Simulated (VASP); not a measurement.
A run of VASP 6.6.1 is set up as follows.

The input INCAR:

```
SYSTEM = GaCo
ALGO = Normal ; EDIFF = 1E-6
EDIFFG = -0.01 ; ENCUT = 600
GGA = PS ; IBRION = 2
ISIF = 3 ; ISMEAR = -1
ISPIN = 2 ; LASPH = .True.
LCHARG = .False. ; LDAU = .True.
LDAUJ = 0 0 ; LDAUL = -1 2
LDAUPRINT = 1 ; LDAUTYPE = 2
LDAUU = 0 5.3 ; LMAXMIX = 4
LORBIT = 11 ; LREAL = .False.
LWAVE = .False. ; MAGMOM = 0 2
NELM = 150 ; NSW = 60
PREC = Accurate ; SIGMA = 0.05
```

Contents of KPOINTS:

```
k-points
0
Gamma
  9 9 9
  0 0 0
```

File POSCAR:

```
GaCo
1.0
    3.0152505340      0.0000000000      0.0000000000
    0.0000000000      3.0152505340      0.0000000000
    0.0000000000      0.0000000000      3.0152505340
Ga Co
1 1
Direct
    0.5000000000      0.5000000000      0.5000000000
    0.0000000000      0.0000000000      0.0000000000
```

Potentials or basis: VASP PAW PBE potentials, release 64 (Ga_d, Co).

Launch:

```console
$ cat potpaw_PBE.64/Ga_d/POTCAR potpaw_PBE.64/Co/POTCAR > POTCAR
$ mpirun -np 1 vasp_std > vasp.out
```

Q: Estimate the site moments.

A: Ga -0.05; Co +1.83 μB.

Q: What does it give for the relaxed volume?

A: 13.33 Å³/atom.

Step by step:
```csv
step,energy change (eV),largest force (eV/Å),pressure (GPa),volume (Å³)
1,0.0000,0.0000,-2.17,27.41
2,-0.0049,0.0000,-0.13,26.68
3,-0.0049,0.0000,0.15,26.63
4,-0.0049,0.0000,0.05,26.66
```

Caveat: the cell differs from its parent crystal (volume scaled by 1.15); the PAW data sets were made with another functional, which shifts forces and pressure a little; the U is typed as a test and isn't derived for this compound. The state reached can hang on the start; a lower one may exist.
